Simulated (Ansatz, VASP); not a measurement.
**WC: VASP beside Ansatz**

```
W C
1.0
     0.00000    2.19996    2.19996
     2.19996    0.00000    2.19996
     2.19996    2.19996    0.00000
W C
1 1
Direct
  0.00000 0.00000 0.00000
  0.50000 0.50000 0.50000
```

Alike in both runs: task single point; functional PBEsol; k mesh 11 × 11 × 11; no spin polarisation.

|  | VASP | Ansatz |
| --- | --- | --- |
| version | VASP 6.6.1 | Ansatz 0.2.0 |
| potentials or method | VASP PAW PBE potentials, release 64 (W_sv, C_h), cutoff 1300 eV | plane waves, PAW |
| occupations | methfessel-paxton of order 1, width 0.1 eV | methfessel-paxton of order 1 |
| valence electrons in the cell | 18 | 18 |

Ansatz gave:

- pressure (GPa): -13.4

**Question.** What did VASP give for the same quantities?

**Answer.** Pressure (GPa): -12.5.

VASP's potentials were made for PBE, not for PBEsol.

Neither program's run includes spin-orbit coupling.
